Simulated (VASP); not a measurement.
Set up this calculation in VASP 6.6.1, as the native input.

```yaml
Task: single point
Functional: PBE
Potentials_or_basis: VASP PAW PBE potentials, release 64 (Si, P)
Cutoff: 400 eV
k_mesh: 1 × 1 × 1, shifted
Occupations: fermi-dirac, width 0.05 eV
Spin: no spin polarisation
Dipole_correction: no
Mended: yes
Further_INCAR_settings: LREAL = Auto; ALGO = Normal; EDIFF = 1e-06; NBANDS = 49; ISYM = -1
```

The structure of Si5P3 lies in POSCAR:

```
Si5P3
1.0
    6.2157380000      0.0340420000     -0.0111490000
    0.0340420000      6.1431130000      0.0288260000
   -0.0111490000      0.0288260000      6.0640340000
Si P
10 6
Direct
    0.6386577843      0.0406087437      0.1222407078
    0.8735285134      0.6376474347      0.5014950682
    0.1248496766      0.9034643155      0.7094458386
    0.1189589847      0.4045569918      0.6445251649
    0.6527596376      0.8189172805      0.7574191549
    0.4380627415      0.0366202096      0.4884612038
    0.7768756905      0.4048123974      0.2284845805
    0.4033667684      0.4311526376      0.3094850277
    0.1267705314      0.1893069670      0.2830565267
    0.5442089216      0.3737625699      0.6770740905
    0.9751429134      0.8391477915      0.2172510237
    0.8405000092      0.1567235840      0.7959485419
    0.9223284455      0.5792785707      0.9307353415
    0.3370768347      0.7829193080      0.2358444292
    0.3353774689      0.6302799411      0.8725865775
    0.3025729263      0.1947910321      0.9058312238
```

These files were run (other wordings do the same):

INCAR

```
SYSTEM = Si5P3
ALGO     = Normal         ! electronic algorithm
EDIFF    = 1E-6           ! SCF threshold, eV
ENCUT    = 400            ! plane-wave cutoff, eV
GGA      = PE             ! functional
GGA_COMPAT= .False.      
ISIF     = 2              ! what is computed and relaxed
ISMEAR   = -1             ! smearing method
ISYM     = -1           
LASPH    = .True.         ! aspherical terms in the spheres
LCHARG   = .False.        ! write CHGCAR
LREAL    = Auto         
LWAVE    = .False.        ! write WAVECAR
NBANDS   = 49             ! bands
NELM     = 120            ! most SCF steps
PREC     = Accurate       ! precision mode
SIGMA    = 0.05           ! smearing width, eV
```

KPOINTS

```
explicit points
1
Reciprocal
  0.25000000   0.25000000   0.25000000 1
```

Potentials or basis: VASP PAW PBE potentials, release 64 (Si, P).

Command:

```bash
$ cat potpaw_PBE.64/Si/POTCAR potpaw_PBE.64/P/POTCAR > POTCAR
$ mpirun -np 1 vasp_std > vasp.out
```

It gave:

| Quantity | Value |
| --- | --- |
| Pressure | 11.4 GPa |
| Largest force | 1.648 eV/Å |

Caveat: the atoms stand as in a frame of molecular dynamics.

It took 11 s on 1 thread of Intel(R) Xeon(R) 6975P-C (Granite Rapids), with other jobs on the host, peak memory 0.22 GiB.
